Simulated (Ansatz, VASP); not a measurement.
# Two plane-wave programs on La3Si2O

```xyz
6
Lattice="5.6965 0.0000 0.0000 -2.8483 4.9333 0.0000 0.0000 0.0000 4.6279" Properties=species:S:1:pos:R:3 pbc="T T T"
La    2.8483    0.0000    2.3139
La    1.4241    2.4667    2.3139
La   -1.4241    2.4667    2.3139
Si    0.0000    3.2889    0.0000
Si    2.8483    1.6444    0.0000
O     0.0000    0.0000    0.0000
```

Change from the starting cell: species swapped into the LaAl2Ag3 type (P6/mmm, No. 191).

Alike in both runs: task single point; functional PBE; k mesh 6 × 6 × 4; occupations gaussian, width 0.1 eV; no spin polarisation.

|  | VASP | Ansatz |
| --- | --- | --- |
| version | VASP 6.6.1 | Ansatz 0.2.0 |
| potentials or method | VASP PAW PBE potentials, release 64 (La, Si, O), cutoff 600 eV | scalar-relativistic, plane waves, PAW |
| valence electrons in the cell | 47 | 47 |

Ansatz gave:

```
gap on the k mesh at the Fermi level (eV)                     : none
pressure (GPa)                                                : 18.9
traceless stress, the component that is largest in VASP (GPa) : 0.73
```

What did VASP give for the same quantities?

gap on the k mesh at the Fermi level (eV): none; pressure (GPa): 18.9; traceless stress, the component that is largest in VASP (GPa): 0.72.

A gap of «none» marks a metal or a gap that the smearing closes.

Spin-orbit coupling is off throughout.
